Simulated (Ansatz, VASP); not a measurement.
One calculation of BaTiO3, two programs

File POSCAR:

```
BaTiO3
1.0
    4.0550711843      0.0000000000      0.0000000000
    0.0000000000      2.8851138784      2.8480072467
    0.0000000000     -2.8851138784      2.8480072467
Ba Ti O
1 1 3
Direct
    0.0000000000      0.0044061013      0.0044061013
    0.5000000000      0.5135753574      0.5135753574
    0.0000000000      0.4947134011      0.4947134011
    0.5000000000      0.4954342955      0.9880908446
    0.5000000000      0.9880908446      0.4954342955
```

The input INCAR.step1:

```
PREC     = Accurate       # precision mode
ENCUT    = 520            # plane-wave cutoff, eV
ISMEAR   = 0              # smearing method
SIGMA    = 0.05           # smearing width, eV
LREAL    = False          # projectors in reciprocal space
LASPH    = True           # aspherical terms in the spheres
NELM     = 150            # most SCF steps
LMAXMIX  = 4              # l up to which the mixer works
LDAU     = True           # DFT+U
LDAUTYPE = 2            
LDAUL    = -1 2 -1        # shell
LDAUU    = 0 4 0          # U, eV
LDAUJ    = 0 0 0        
NBANDS   = 28             # bands
GGA      = PE             # functional
ALGO     = Normal         # electronic algorithm
EDIFF    = 1E-4           # SCF threshold, eV
LWAVE    = True           # write WAVECAR
LCHARG   = False          # write CHGCAR
```

INCAR.step2

```
PREC     = Accurate       # precision mode
ENCUT    = 520            # plane-wave cutoff, eV
EDIFF    = 1E-6           # SCF threshold, eV
ISMEAR   = 0              # smearing method
SIGMA    = 0.05           # smearing width, eV
LREAL    = False          # projectors in reciprocal space
LASPH    = True           # aspherical terms in the spheres
NELM     = 150            # most SCF steps
ALGO     = Normal         # electronic algorithm
ISIF     = 2              # what is computed and relaxed
LWAVE    = False          # write WAVECAR
LCHARG   = False          # write CHGCAR
LMAXMIX  = 4              # l up to which the mixer works
LDAU     = True           # DFT+U
LDAUTYPE = 2            
LDAUL    = -1 2 -1        # shell
LDAUU    = 0 4 0          # U, eV
LDAUJ    = 0 0 0        
LDAUPRINT= 1            
METAGGA  = R2SCAN         # meta-GGA
LMIXTAU  = True         
NBANDS   = 28             # bands
ISTART   = 1
```

The input KPOINTS:

```
Automatic mesh
0
Gamma
  6 6 6
```

Input for Ansatz:

```yaml
crystal:
  lattice:
    - [4.0550711843, 0.0, 0.0]
    - [0.0, 2.8851138784, 2.8480072467]
    - [0.0, -2.8851138784, 2.8480072467]
  atoms:
    - { symbol: Ba, position: [0.0, 0.0044061013, 0.0044061013] }
    - { symbol: Ti, position: [0.5, 0.5135753574, 0.5135753574] }
    - { symbol: O, position: [0.0, 0.4947134011, 0.4947134011] }
    - { symbol: O, position: [0.5, 0.4954342955, 0.9880908446] }
    - { symbol: O, position: [0.5, 0.9880908446, 0.4954342955] }
basis:
  ecutwfc: 500
kpoints:
  mp_grid: { grid: [6, 6, 6] }
hamiltonian:
  xc: r2scan
  hubbard: { sites: [{ species: Ti, l: d, u_eff: 4.0 }] }
scf:
  occupations: { method: gaussian, width: 0.05 }
output:
  forces: true
  stress: true
  eigenvalues: true
```

Change from the starting cell: strain +0.0150 x Voigt [1, 1, 0, 0, 0, 0], atoms carried along.

Alike in both runs: task single point; functional r2SCAN; k mesh 6 × 6 × 6; occupations gaussian, width 0.05 eV; no spin polarisation; Hubbard terms Ti d U = 4.0 eV.

|  | VASP | Ansatz |
| --- | --- | --- |
| version | VASP 6.6.1 | Ansatz 0.2.0 |
| potentials or method | VASP PAW PBE potentials, release 64 (Ba_sv, Ti_sv, O), cutoff 520 eV | scalar-relativistic, plane waves, PAW |
| valence electrons in the cell | 40 | 40 |

|  | VASP | Ansatz | Ansatz less VASP |
| --- | --- | --- | --- |
| gap on the k mesh at the Fermi level (eV) | 2.75 | 2.74 | -0.005 |
| least direct gap on the mesh (eV) | 3.08 | 3.05 | -0.030 |
| pressure (GPa) | -1.5 | -4.9 | -3.45 |
| traceless stress, the component that is largest in VASP (GPa) | 2.31 | 2.26 | -0.050 |
| rms of the force components (eV/Å) | 0.122 | 0.066 | -0.0554 |

VASP's potentials were made for PBE, not for r2SCAN. The programs project onto different local orbitals, so the same U acts differently, and such runs can settle in different states. Atom by atom the forces differ by 0.185 eV/Å (rms over components).

Spin-orbit coupling is off throughout.
